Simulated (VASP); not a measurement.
# HgTe (I-4m2) in VASP: further runs, part 2 of 3

VASP 6.6.1. Earlier steps stand in the parts before.

## Step 4: Single point, r2SCAN

This run uses another cell than the first one, of 30.66 Å³/atom.

POSCAR reads:

```
HgTe
1.0
   -3.1053358708      3.1053358708      1.5899944314
    3.1053358708     -3.1053358708      1.5899944314
    3.1053358708      3.1053358708     -1.5899944314
Hg Te
1 1
Direct
    0.7500000000      0.2500000000      0.5000000000
    0.0000000000      0.0000000000      0.0000000000
```

INCAR.step1 reads:

```
PREC = Accurate
ENCUT = 520
ISMEAR = -1
SIGMA = 0.05
LREAL = F
LASPH = T
NELM = 100
NBANDS = 16
GGA = PE
ALGO = Normal
EDIFF = 1E-4
LWAVE = T
LCHARG = F
```

INCAR.step2 reads:

```
PREC = Accurate
ENCUT = 520
EDIFF = 1E-7
ISMEAR = -1
SIGMA = 0.05
LREAL = F
LASPH = T
NELM = 100
ALGO = Normal
ISIF = 2
LWAVE = F
LCHARG = T
METAGGA = R2SCAN
LMIXTAU = T
LELF = T
LVHAR = T
NBANDS = 16
ISTART = 1
```

KPOINTS reads:

```
Automatic mesh
0
Gamma
  10 10 10
```

Potentials or basis: VASP PAW PBE potentials, release 64 (Hg, Te).

On the command line:

```
cat potpaw_PBE.64/Hg/POTCAR potpaw_PBE.64/Te/POTCAR > POTCAR
cp INCAR.step1 INCAR
mpirun -np 1 vasp_std > vasp.out
cp INCAR.step2 INCAR
mpirun -np 1 vasp_std > vasp.out
```

OUTCAR:

```text
PREC = Accurate
   ENCUT = 520
   EDIFF = 1E-7
   ISMEAR = -1
   LREAL = F
   LASPH = T
   NELM = 100
   ISIF = 2
   METAGGA = R2SCAN
   ISTART = 1

 ion  position               nearest neighbor table
   1  0.750  0.250  0.500-   2 3.21   2 3.21   2 3.21   2 3.21
   2  0.000  0.000  0.000-   1 3.21   1 3.21   1 3.21   1 3.21

  LATTYP: Found a body centered tetragonal cell.
 ALAT       =     6.2106717416
 C/A-ratio  =     0.5120201156

  Lattice vectors:

 A1 = (  -3.1053358708,   3.1053358708,   1.5899944314)
 A2 = (   3.1053358708,  -3.1053358708,   1.5899944314)
 A3 = (   3.1053358708,   3.1053358708,  -1.5899944314)

Analysis of symmetry for initial positions (statically):
=====================================================================
 Subroutine PRICEL returns:
 Original cell was already a primitive cell.

 Routine SETGRP: Setting up the symmetry group for a
 body centered tetragonal supercell.

 Subroutine GETGRP returns: Found  8 space group operations
 (whereof  8 operations were pure point group operations)
 out of a pool of 16 trial point group operations.

The static configuration has the point symmetry D_2d.

Analysis of symmetry for dynamics (positions and initial velocities):
=====================================================================
 Subroutine PRICEL returns:
 Original cell was already a primitive cell.

 Routine SETGRP: Setting up the symmetry group for a
 body centered tetragonal supercell.

 Subroutine GETGRP returns: Found  8 space group operations
 (whereof  8 operations were pure point group operations)
 out of a pool of 16 trial point group operations.

The dynamic configuration has the point symmetry D_2d.

 Subroutine INISYM returns: Found  8 space group operations
 (whereof  8 operations are pure point group operations),
 and found     1 'primitive' translations

----------------------------------------------------------------------------------------

                                     Primitive cell

  volume of cell :      61.3300

  direct lattice vectors                    reciprocal lattice vectors
    -3.105335871  3.105335871  1.589994431     0.000000000  0.161013179  0.314466510
     3.105335871 -3.105335871  1.589994431     0.161013179  0.000000000  0.314466510
     3.105335871  3.105335871 -1.589994431     0.161013179  0.161013179  0.000000000

  length of vectors
     4.670578554  4.670578554  4.670578554     0.353290857  0.353290857  0.227707021

  position of ions in fractional coordinates (direct lattice)
     0.750000000  0.250000000  0.500000000
     0.000000000  0.000000000  0.000000000

  ion indices of the primitive-cell ions
   primitive index   ion index
                 1           1
                 2           2

----------------------------------------------------------------------------------------

 KPOINTS: Automatic mesh

Automatic generation of k-mesh.
 Grid dimensions read from file:
 generate k-points for:   10   10   10

 Generating k-lattice:

  Cartesian coordinates                     Fractional coordinates (reciprocal lattice)
     0.000000000  0.016101318  0.031446651     0.100000000  0.000000000  0.000000000
     0.016101318  0.000000000  0.031446651     0.000000000  0.100000000  0.000000000
     0.016101318  0.016101318  0.000000000     0.000000000  0.000000000  0.100000000

  Length of vectors
     0.035329086  0.035329086  0.022770702

  Shift w.r.t. Gamma in fractional coordinates (k-lattice)
     0.000000000  0.000000000  0.000000000

 Subroutine IBZKPT returns following result:
 ===========================================

 Found    102 irreducible k-points:

 Following reciprocal coordinates:
            Coordinates               Weight
  0.000000  0.000000  0.000000      1.000000
  0.100000  0.000000 -0.000000      8.000000
  0.200000  0.000000 -0.000000      8.000000
  0.300000  0.000000 -0.000000      8.000000
  0.400000 -0.000000  0.000000      8.000000
  0.500000  0.000000 -0.000000      4.000000
[... 16 lines left out ...]
  0.300000  0.300000 -0.000000      8.000000
  0.400000  0.300000 -0.000000     16.000000
 [... further k-points ...]
   k-points           NKPTS =    102   k-points in BZ     NKDIM =    102   number of bands    NBANDS=     16
   number of dos      NEDOS =    301   number of ions     NIONS =      2
   total plane-waves  NPLWV =  46656
   dimension x,y,z NGX =    36 NGY =   36 NGZ =   36
   dimension x,y,z NGXF=    72 NGYF=   72 NGZF=   72
   ions per type =               1   1
   NGX,Y,Z   is equivalent  to a cutoff of  12.81, 12.81, 12.81 a.u.
   NGXF,Y,Z  is equivalent  to a cutoff of  25.63, 25.63, 25.63 a.u.
 SYSTEM =  unknown system
   PREC   = accura    normal or accurate (medium, high low for compatibility)
   ISTART =      1    job   : 0-new  1-cont  2-samecut
   ICHARG =      0    charge: 1-file 2-atom 10-const
   ISPIN  =      1    spin polarized calculation?
   LNONCOLLINEAR =      F non collinear calculations
   LSORBIT =      F    spin-orbit coupling
   LASPH  =      T    aspherical Exc in radial PAW
   ENCUT  =  520.0 eV  38.22 Ry    6.18 a.u.   8.68  8.68  8.68*2*pi/ulx,y,z
   NELM   =    100;   NELMIN=  2; NELMDL=  0     # of ELM steps
   EDIFF  = 0.1E-06   stopping-criterion for ELM
   LREAL  =      F    real-space projection
   EDIFFG = 0.1E-05   stopping-criterion for IOM
   NSW    =      0    number of steps for IOM
   IBRION =     -1    ionic relax: 0-MD 1-quasi-New 2-CG
   NFREE  =      0    steps in history (QN), initial steepest desc. (CG)
   ISIF   =      2    stress and relaxation
   ISYM   =      2    0-nonsym 1-usesym 2-fastsym
   POTIM  = 0.5000    time-step for ionic-motion
   TEBEG  =    0.0;   TEEND  =   0.0 temperature during run
   PSTRESS=    0.0 pullay stress
   NELECT =      18.0000    total number of electrons
   NUPDOWN=      -1.0000    fix difference up-down
   EMIN   =  10.00;   EMAX   =-10.00  energy-range for DOS
   EFERMI =   0.00;   METHOD = LEGACY
   ISMEAR =    -1;   SIGMA  =   0.05  broadening in eV -4-tet -1-fermi 0-gaus
   EFERMI_NEDOS =   21; number of points for ismear=-14 and -15
   IALGO  =     38    algorithm
   IMIX   =      4    mixing-type and parameters
     AMIX     =   0.40;   BMIX     =  1.00
     AMIX_MAG =   1.60;   BMIX_MAG =  1.00
  volume/ion in A,a.u.               =      30.66       206.94
  Fermi-wavevector in a.u.,A,eV,Ry     =   1.087948  2.055923 16.104271  1.183631
  Thomas-Fermi vector in A             =   2.224119
   LORBIT       =      0    0 simple, 1 ext, 2 COOP (PROOUT), +10 PAW based schemes
   METAGGA = R2SCAN    functional components
   LHFCALC =     F    Hartree Fock is set to
   AEXX    =    0.0000 exact exchange contribution
   IVDW    =     0    specifies the selected vdW correction
   LEPSILON=     F    determine dielectric tensor
   LRPA    =     F    only Hartree local field effects (RPA)
 non-spin polarized calculation
  energy-cutoff  :      520.00
  volume of cell :       61.33
 maximum number of plane-waves:      1678
   NGX = 17   NGY = 17   NGZ = 17

 number of electron      17.9999999 magnetization

 Free energy of the ion-electron system (eV)
  ---------------------------------------------------
  ext. energy  EPLUGINS =         0.00000000
  ---------------------------------------------------
  free energy    TOTEN  =       -74.66712873 eV

  energy without entropy =      -74.65791025  energy(sigma->0) =      -74.66251949

 E-fermi :   3.6670     XC(G=0): -10.0484

 val. band max:        3.6279046020   @ k =  -0.3000   0.2000   0.0000
 cond. band min:       3.6710958495   @ k =  -0.3000  -0.4000   0.1000
 fundamental gap:      0.0431912475
 Fermi energy:         3.6670009434

 k-point     1 :       0.0000    0.0000    0.0000
  band No.  band energies     occupation
      1      -8.8622      2.00000
      2      -3.8632      2.00000
      3      -3.1892      2.00000
      4      -3.1390      2.00000
      5      -2.7906      2.00000
      6      -2.7906      2.00000
[... 8 lines left out ...]
     15      13.9652      0.00000
     16      15.1164      0.00000

 k-point     2 :       0.1000    0.0000   -0.0000
  band No.  band energies     occupation
      1      -8.7077      2.00000
      2      -3.7281      2.00000
      3      -3.1721      2.00000
      4      -3.1490      2.00000
      5      -2.8601      2.00000
      6      -2.8578      2.00000
[... 8 lines left out ...]
     15      14.3551      0.00000
     16      14.5133      0.00000
[... 387 lines left out ...]
      5      -2.9738      2.00000
      6      -2.7902      2.00000
[... 8 lines left out ...]
     15      13.2224      0.00000
     16      14.2717      0.00000

 k-point    24 :       0.4000    0.3000   -0.0000
  band No.  band energies     occupation
      1      -7.3399      2.00000
      2      -3.2984      2.00000
      3      -3.2454      2.00000
      4      -3.0718      2.00000
      5      -3.0069      2.00000
      6      -2.9938      2.00000
[... 8 lines left out ...]
     15      13.9014      0.00000
     16      15.0634      0.00000

 [... further k-points ...]
[... 5 lines left out ...]
  --------------------------------------------------------------------------------------
  -------------------------------------------------------------------------------------
  Total       -1.6435134     -1.6435134     -0.2458940      0.0000000      0.0000000      0.0000000
  in kB      -42.9349602    -42.9349602     -6.4237070      0.0000000      0.0000000      0.0000000
  external PRESSURE =     -30.7645425 kB  Pullay stress =       0.0000000 kB

 VOLUME and BASIS-vectors are now :
 -----------------------------------------------------------------------------
  energy-cutoff  :      520.00
  volume of cell :       61.33
      direct lattice vectors                 reciprocal lattice vectors
    -3.105335871  3.105335871  1.589994431     0.000000000  0.161013179  0.314466510
     3.105335871 -3.105335871  1.589994431     0.161013179  0.000000000  0.314466510
     3.105335871  3.105335871 -1.589994431     0.161013179  0.161013179  0.000000000

 POSITION                                       TOTAL-FORCE (eV/Angst)
 -----------------------------------------------------------------------------------
     -0.00000      3.10534      0.79500        -0.000000     -0.000000     -0.000000
      0.00000      0.00000      0.00000         0.000000      0.000000      0.000000
 -----------------------------------------------------------------------------------
    total drift:                                0.000000     -0.000000     -0.000000

  FREE ENERGIE OF THE ION-ELECTRON SYSTEM (eV)
  ---------------------------------------------------
  free  energy   TOTEN  =       -74.6671287314 eV

  energy  without entropy=      -74.6579102545  energy(sigma->0) =      -74.66251949
```

Wall time 5 min (1 thread of Intel Xeon Platinum 8488C (Sapphire Rapids), shared host); peak memory 0.29 GiB.

What came out:

* Free energy: -74.6671 eV
* Pressure: -3.1 GPa
* Band gap on the k mesh: zero (bands 9 and 10 overlap by 3.17 eV)

Caveat: the cell stands under tension; the PAW data sets were made with another functional, which shifts forces and pressure a little; spin-orbit coupling is left out, which moves the levels of the heavy elements.

(Part 2 of 3 ends here.)
